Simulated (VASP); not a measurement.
Wanted: the native input for a VASP 6.6.1 run.

```yaml
Task: single point
Functional: PBEsol
Potentials_or_basis: VASP PAW PBE potentials, release 64 (Co, Si)
Cutoff: 520 eV
k_mesh: 14 × 14 × 14
Occupations: gaussian, width 0.15 eV
Spin: collinear spin, ferromagnetic start
Starting_moments: "[1.1, 0.0, 0.0] μB"
Fixed_moment: 1.1 μB
Dipole_correction: no
Further_INCAR_settings: ALGO = Normal; EDIFF = 1e-06; NBANDS = 20
```

The structure of CoSi2 lies in POSCAR:

```
CoSi2
1.0
    0.0000000000      2.6563531747      2.6563531747
    2.6563531747      0.0000000000      2.6563531747
    2.6563531747      2.6563531747      0.0000000000
Co Si
1 2
Direct
    0.0000000000      0.0000000000      0.0000000000
    0.2500000000      0.2500000000      0.2500000000
    0.7500000000      0.7500000000      0.7500000000
```

One way to write it, as run:

INCAR

```
PREC     = Accurate       # precision mode
ENCUT    = 520            # plane-wave cutoff, eV
EDIFF    = 1E-6           # SCF threshold, eV
ISMEAR   = 0              # smearing method
SIGMA    = 0.15           # smearing width, eV
LREAL    = F              # projectors in reciprocal space
LASPH    = T              # aspherical terms in the spheres
NELM     = 150            # most SCF steps
ALGO     = Normal         # electronic algorithm
ISIF     = 2              # what is computed and relaxed
LWAVE    = F              # write WAVECAR
LCHARG   = F              # write CHGCAR
ISPIN    = 2              # spin polarisation
MAGMOM   = 1.1 0 0        # initial moments
LORBIT   = 11             # projections on sites
NUPDOWN  = 1.1            # fixed moment
LMAXMIX  = 4              # l up to which the mixer works
GGA      = PS             # functional
NBANDS   = 20             # bands
```

KPOINTS

```
regular mesh
0
Gamma
  14 14 14
```

Potentials or basis: VASP PAW PBE potentials, release 64 (Co, Si).

The run is started by

```console
$ cat potpaw_PBE.64/Co/POTCAR potpaw_PBE.64/Si/POTCAR > POTCAR
$ mpirun -np 1 vasp_std > vasp.out
```

Results of the run:

```json
{
 "Pressure": "5.4 GPa",
 "Net moment": "1.10 μB per cell",
 "Site moments": "Co +0.68; Si +0.09 μB",
 "Valence electrons inside the program's atomic spheres": "Co 8.91; Si 1.61"
}
```

Caveat: the cell stands under pressure; the PAW data sets were made with another functional, which shifts forces and pressure a little; the total moment is fixed, so each spin has its own Fermi level.

It took 2.5 min on 1 thread of Intel(R) Xeon(R) Platinum 8375C CPU @ 2.90GHz (Ice Lake) (shared host), peak memory 0.25 GiB.
